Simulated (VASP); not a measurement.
# Ba16Cu (a cell with a defect) in VASP: relaxation of the atoms with LDA

Aim: the relaxation of the atoms of Ba16Cu (a cell with a defect) with LDA.

Everything below comes from runs of VASP 6.6.1. Logs are shortened: lines on timing, memory, paths and dates and some standing lists are left out, and cuts for length are marked.

### 1 The cell of the first run

The cell holds a defect, 17 atoms: a = 10.040 Å, b = 10.040 Å, c = 10.040 Å, α = 90.00°, β = 90.00°, γ = 90.00°.

### 2 Relaxation of the atoms, LDA

Contents of INCAR:

```
SYSTEM = Ba16Cu
PREC = Accurate
ENCUT = 520
EDIFF = 1E-6
ISMEAR = -1
SIGMA = 0.15
LREAL = Auto
LASPH = .TRUE.
NELM = 60
ALGO = Normal
ISIF = 2
LWAVE = .FALSE.
LCHARG = .FALSE.
IBRION = 2
NSW = 45
EDIFFG = -0.08
```

Contents of KPOINTS:

```
regular mesh
0
G
  1 1 1
  0 0 0
```

Contents of POSCAR:

```
Ba16Cu
1.0
   10.0400000000      0.0000000000      0.0000000000
    0.0000000000     10.0400000000      0.0000000000
    0.0000000000      0.0000000000     10.0400000000
Ba Cu
16 1
Direct
    0.0000000000      0.0000000000      0.0000000000
    0.5000000000      0.0000000000      0.0000000000
    0.0000000000      0.5000000000      0.0000000000
    0.0000000000      0.0000000000      0.5000000000
    0.2500000000      0.2500000000      0.2500000000
    0.5000000000      0.5000000000      0.0000000000
    0.5000000000      0.0000000000      0.5000000000
    0.7500000000      0.2500000000      0.2500000000
    0.0000000000      0.5000000000      0.5000000000
    0.2500000000      0.7500000000      0.2500000000
    0.2500000000      0.2500000000      0.7500000000
    0.5000000000      0.5000000000      0.5000000000
    0.7500000000      0.7500000000      0.2500000000
    0.7500000000      0.2500000000      0.7500000000
    0.2500000000      0.7500000000      0.7500000000
    0.7500000000      0.7500000000      0.7500000000
    0.2496539000      0.1237175000     -0.0051173000
```

Potentials or basis: VASP PAW LDA potentials, release 64 (Ba_sv, Cu).

Run with:

```
$ cat potpaw_LDA.64/Ba_sv/POTCAR potpaw_LDA.64/Cu/POTCAR > POTCAR
$ mpirun -np 1 vasp_gam > vasp.out
```

OUTCAR:

```text
SYSTEM = Ba16Cu
   PREC = Accurate
   ENCUT = 520
   EDIFF = 1E-6
   ISMEAR = -1
   LREAL = Auto
   LASPH = .TRUE.
   NELM = 60
   ISIF = 2
   IBRION = 2
   NSW = 45
   EDIFFG = -0.08

 ion  position               nearest neighbor table
   1  0.000  0.000  0.000-  17 2.80   8 4.35  10 4.35  11 4.35  13 4.35  14 4.35  15 4.35  16 4.35
                             5 4.35
   2  0.500  0.000  0.000-  17 2.80   8 4.35  10 4.35  11 4.35  13 4.35  14 4.35  15 4.35  16 4.35
                             5 4.35
   3  0.000  0.500  0.000-   5 4.35   8 4.35  10 4.35  11 4.35  13 4.35  14 4.35  15 4.35  16 4.35

   4  0.000  0.000  0.500-   5 4.35   8 4.35  10 4.35  11 4.35  13 4.35  14 4.35  15 4.35  16 4.35

   5  0.250  0.250  0.250-  17 2.86   2 4.35   3 4.35   4 4.35   6 4.35   7 4.35   9 4.35  12 4.35
                             1 4.35
   6  0.500  0.500  0.000-   5 4.35   8 4.35  10 4.35  11 4.35  13 4.35  14 4.35  15 4.35  16 4.35
[... 15 lines left out ...]
  14  0.750  0.250  0.750-   1 4.35   2 4.35   3 4.35   4 4.35   6 4.35   7 4.35   9 4.35  12 4.35

  15  0.250  0.750  0.750-   1 4.35   2 4.35   3 4.35   4 4.35   6 4.35   7 4.35   9 4.35  12 4.35

  16  0.750  0.750  0.750-   1 4.35   2 4.35   3 4.35   4 4.35   6 4.35   7 4.35   9 4.35  12 4.35

  17  0.250  0.124  0.995-  11 2.77   1 2.80   2 2.80   5 2.86

  LATTYP: Found a simple cubic cell.
 ALAT       =    10.0400000000

  Lattice vectors:

 A1 = (  10.0400000000,   0.0000000000,   0.0000000000)
 A2 = (   0.0000000000,  10.0400000000,   0.0000000000)
 A3 = (   0.0000000000,   0.0000000000,  10.0400000000)

Analysis of symmetry for initial positions (statically):
=====================================================================
 Subroutine PRICEL returns:
 Original cell was already a primitive cell.

 Routine SETGRP: Setting up the symmetry group for a
 simple cubic supercell.

 Subroutine GETGRP returns: Found  1 space group operations
 (whereof  1 operations were pure point group operations)
 out of a pool of 48 trial point group operations.

The static configuration has the point symmetry C_1 .

Analysis of symmetry for dynamics (positions and initial velocities):
=====================================================================
 Subroutine PRICEL returns:
 Original cell was already a primitive cell.

 Routine SETGRP: Setting up the symmetry group for a
 simple cubic supercell.

 Subroutine GETGRP returns: Found  1 space group operations
 (whereof  1 operations were pure point group operations)
 out of a pool of 48 trial point group operations.

The dynamic configuration has the point symmetry C_1 .

 Subroutine INISYM returns: Found  1 space group operations
 (whereof  1 operations are pure point group operations),
 and found     1 'primitive' translations

----------------------------------------------------------------------------------------

                                     Primitive cell

  volume of cell :    1012.0481

  direct lattice vectors                    reciprocal lattice vectors
    10.040000000  0.000000000  0.000000000     0.099601594  0.000000000  0.000000000
     0.000000000 10.040000000  0.000000000     0.000000000  0.099601594  0.000000000
     0.000000000  0.000000000 10.040000000     0.000000000  0.000000000  0.099601594

  length of vectors
    10.040000000 10.040000000 10.040000000     0.099601594  0.099601594  0.099601594

  position of ions in fractional coordinates (direct lattice)
     0.000000000  0.000000000  0.000000000
     0.500000000  0.000000000  0.000000000
     0.000000000  0.500000000  0.000000000
     0.000000000  0.000000000  0.500000000
     0.250000000  0.250000000  0.250000000
     0.500000000  0.500000000  0.000000000
[... 9 lines left out ...]
     0.750000000  0.750000000  0.750000000
     0.249653900  0.123717500  0.994882700

  ion indices of the primitive-cell ions
   primitive index   ion index
                 1           1
                 2           2
                 3           3
                 4           4
                 5           5
                 6           6
[... 9 lines left out ...]
                16          16
                17          17

----------------------------------------------------------------------------------------

 KPOINTS: regular mesh

Automatic generation of k-mesh.
 Grid dimensions read from file:
 generate k-points for:    1    1    1

 Generating k-lattice:

  Cartesian coordinates                     Fractional coordinates (reciprocal lattice)
     0.099601594  0.000000000  0.000000000     1.000000000  0.000000000  0.000000000
     0.000000000  0.099601594  0.000000000     0.000000000  1.000000000  0.000000000
     0.000000000  0.000000000  0.099601594     0.000000000  0.000000000  1.000000000

  Length of vectors
     0.099601594  0.099601594  0.099601594

  Shift w.r.t. Gamma in fractional coordinates (k-lattice)
     0.000000000  0.000000000  0.000000000

 Subroutine IBZKPT returns following result:
 ===========================================

 Found      1 irreducible k-points:

 Following reciprocal coordinates:
            Coordinates               Weight
  0.000000  0.000000  0.000000      1.000000
   k-points           NKPTS =      1   k-points in BZ     NKDIM =      1   number of bands    NBANDS=    102
   number of dos      NEDOS =    301   number of ions     NIONS =     17
   total plane-waves  NPLWV = 512000
   dimension x,y,z NGX =    80 NGY =   80 NGZ =   80
   dimension x,y,z NGXF=   160 NGYF=  160 NGZF=  160
   ions per type =              16   1
   NGX,Y,Z   is equivalent  to a cutoff of  13.25, 13.25, 13.25 a.u.
   NGXF,Y,Z  is equivalent  to a cutoff of  26.49, 26.49, 26.49 a.u.
 SYSTEM =  Ba16Cu
   PREC   = accura    normal or accurate (medium, high low for compatibility)
   ISTART =      0    job   : 0-new  1-cont  2-samecut
   ICHARG =      2    charge: 1-file 2-atom 10-const
   ISPIN  =      1    spin polarized calculation?
   LNONCOLLINEAR =      F non collinear calculations
   LSORBIT =      F    spin-orbit coupling
   LASPH  =      T    aspherical Exc in radial PAW
   ENCUT  =  520.0 eV  38.22 Ry    6.18 a.u.  18.67 18.67 18.67*2*pi/ulx,y,z
   NELM   =     60;   NELMIN=  2; NELMDL= -5     # of ELM steps
   EDIFF  = 0.1E-05   stopping-criterion for ELM
   LREAL  =      T    real-space projection
   EDIFFG = -.8E-01   stopping-criterion for IOM
   NSW    =     45    number of steps for IOM
   IBRION =      2    ionic relax: 0-MD 1-quasi-New 2-CG
   NFREE  =      1    steps in history (QN), initial steepest desc. (CG)
   ISIF   =      2    stress and relaxation
   ISYM   =      2    0-nonsym 1-usesym 2-fastsym
   POTIM  = 0.5000    time-step for ionic-motion
   TEBEG  =    0.0;   TEEND  =   0.0 temperature during run
   PSTRESS=    0.0 pullay stress
   NELECT =     171.0000    total number of electrons
   NUPDOWN=      -1.0000    fix difference up-down
   EMIN   =  10.00;   EMAX   =-10.00  energy-range for DOS
   EFERMI =   0.00;   METHOD = LEGACY
   ISMEAR =    -1;   SIGMA  =   0.15  broadening in eV -4-tet -1-fermi 0-gaus
   EFERMI_NEDOS =   21; number of points for ismear=-14 and -15
   IALGO  =     38    algorithm
   IMIX   =      4    mixing-type and parameters
     AMIX     =   0.40;   BMIX     =  1.00
     AMIX_MAG =   1.60;   BMIX_MAG =  1.00
  volume/ion in A,a.u.               =      59.53       401.74
  Fermi-wavevector in a.u.,A,eV,Ry     =   0.905051  1.710299 11.144773  0.819118
  Thomas-Fermi vector in A             =   2.028572
   LORBIT       =      0    0 simple, 1 ext, 2 COOP (PROOUT), +10 PAW based schemes
   GGA     = CA    functional components
   LHFCALC =     F    Hartree Fock is set to
   AEXX    =    0.0000 exact exchange contribution
   IVDW    =     0    specifies the selected vdW correction
   LEPSILON=     F    determine dielectric tensor
   LRPA    =     F    only Hartree local field effects (RPA)
 conjugate gradient relaxation of ions
 non-spin polarized calculation
  energy-cutoff  :      520.00
  volume of cell :     1012.05
 maximum number of plane-waves:     13601
 NGX is ok and might be reduce to    80
   NGX = 37   NGY = 37   NGZ = 37

--------------------------------------- Ionic step        1  -------------------------------------------

 number of electron     170.9999993 magnetization

 Free energy of the ion-electron system (eV)
  ---------------------------------------------------
  ext. energy  EPLUGINS =         0.00000000
  ---------------------------------------------------
  free energy    TOTEN  =       -43.44949067 eV

  energy without entropy =      -42.10990882  energy(sigma->0) =      -42.77969975

------------------------ aborting loop because EDIFF is reached ----------------------------------------

  FORCE on cell =-STRESS in cart. coord.  units (eV):
  Direction    XX          YY          ZZ          XY          YZ          ZX
  --------------------------------------------------------------------------------------
  -------------------------------------------------------------------------------------
  Total      -10.0495728    -13.0391203    -10.1937627      0.0242812     -0.3564670     -0.0016500
  in kB      -15.9095188    -20.6422834    -16.1377864      0.0384397     -0.5643243     -0.0026122
  external PRESSURE =     -17.5631962 kB  Pullay stress =       0.0000000 kB
[... 291 lines left out ...]
  energy  without entropy=      -42.2975918414  energy(sigma->0) =      -42.97203816

--------------------------------------- Ionic step        7  -------------------------------------------

 number of electron     170.9999996 magnetization

 Free energy of the ion-electron system (eV)
  ---------------------------------------------------
  ext. energy  EPLUGINS =         0.00000000
  ---------------------------------------------------
  free energy    TOTEN  =       -43.66710416 eV

  energy without entropy =      -42.33117683  energy(sigma->0) =      -42.99914050

 E-fermi :   1.6817     XC(G=0):  -7.7025

 val. band max:        1.6808470910   @ k =   0.0000   0.0000   0.0000
 cond. band min:       1.9370138521   @ k =   0.0000   0.0000   0.0000
 fundamental gap:      0.2561667612
 Fermi energy:         1.6817294351

 k-point     1 :       0.0000    0.0000    0.0000
  band No.  band energies     occupation
      1     -27.3313      2.00000
      2     -27.3131      2.00000
      3     -27.3121      2.00000
      4     -27.3102      2.00000
      5     -27.2944      2.00000
      6     -27.2796      2.00000
[... 89 lines left out ...]
     96       2.1787      0.07026
     97       2.2103      0.05727
 [bands above 97 left out]

------------------------ aborting loop because EDIFF is reached ----------------------------------------

  FORCE on cell =-STRESS in cart. coord.  units (eV):
  Direction    XX          YY          ZZ          XY          YZ          ZX
  --------------------------------------------------------------------------------------
  -------------------------------------------------------------------------------------
  Total      -11.9029410    -14.1606271    -11.9634453      0.0101497     -0.1440363     -0.0005146
  in kB      -18.8435934    -22.4177453    -18.9393779      0.0160681     -0.2280245     -0.0008147
  external PRESSURE =     -20.0669055 kB  Pullay stress =       0.0000000 kB
[... 32 lines left out ...]
  FREE ENERGIE OF THE ION-ELECTRON SYSTEM (eV)
  ---------------------------------------------------
  free  energy   TOTEN  =       -43.6671041602 eV

  energy  without entropy=      -42.3311768341  energy(sigma->0) =      -42.99914050

 reached required accuracy - stopping structural energy minimisation
```

Run time: 8.7 min. Hardware: 1 thread of AMD EPYC 7R43 (Zen 3), shared host; peak memory 0.69 GiB.

Results:

* Free energy: -43.6671 eV
* Energy gained by relaxing: 12.8 meV/atom
* Ionic steps: 7
* Pressure after relaxing: -2.0 GPa
* Largest force after relaxing: 0.068 eV/Å

Forces in eV/Å, atoms in the order of the input:
```
Ba   0.005  0.027  0.002
Ba  -0.010  0.030  0.002
Ba   0.022 -0.048  0.002
Ba  -0.043 -0.016  0.000
Ba   0.000 -0.048 -0.046
Ba  -0.022 -0.048  0.002
Ba   0.043 -0.017  0.000
Ba   0.000  0.018  0.043
Ba   0.002  0.052  0.004
Ba   0.000  0.047 -0.023
Ba   0.000 -0.008 -0.031
Ba  -0.003  0.052  0.004
Ba   0.000 -0.051 -0.003
Ba   0.000  0.016 -0.043
Ba   0.000  0.055  0.027
Ba   0.000 -0.056 -0.006
Cu   0.005 -0.006  0.067
```

Stress tensor (GPa, compression positive):
```
-1.88  0.00  0.00
 0.00 -2.24 -0.02
 0.00 -0.02 -1.89
```

The path:
```tsv
step	energy change (eV)	largest force (eV/Å)	pressure (GPa)
1	0.0000	0.7544	-1.76
2	-0.0735	0.5357	-1.81
3	-0.1816	0.1341	-1.96
4	-0.1857	0.1154	-1.98
5	-0.1858	0.1159	-1.98
6	-0.1970	0.1000	-1.99
7	-0.2176	0.0678	-2.01
```

Final structure:
```
Ba Cu
1.0
    10.04000    0.00000    0.00000
     0.00000   10.04000    0.00000
     0.00000    0.00000   10.04000
Ba Cu
16 1
Direct
  0.98651 0.99125 0.00018
  0.51345 0.99127 0.00017
  0.00245 0.49412 0.99981
  0.99655 0.99778 0.49994
  0.25000 0.25834 0.26242
  0.49754 0.49414 0.99981
  0.50344 0.99779 0.49994
  0.75000 0.25219 0.25336
  0.99738 0.50360 0.49953
  0.24999 0.75597 0.24720
  0.25001 0.25878 0.73687
  0.50263 0.50361 0.49953
  0.74997 0.74623 0.25284
  0.75000 0.25232 0.74644
  0.24999 0.75621 0.75263
  0.74997 0.74638 0.74735
  0.24978 0.12373 0.99686
```

Caveat: the k points lie up to 0.63 Å⁻¹ apart; spin-orbit coupling is left out, which moves the levels of the heavy elements; the relaxation stopped at a loose force limit of 0.08 eV/Å, so its end isn't a converged minimum.
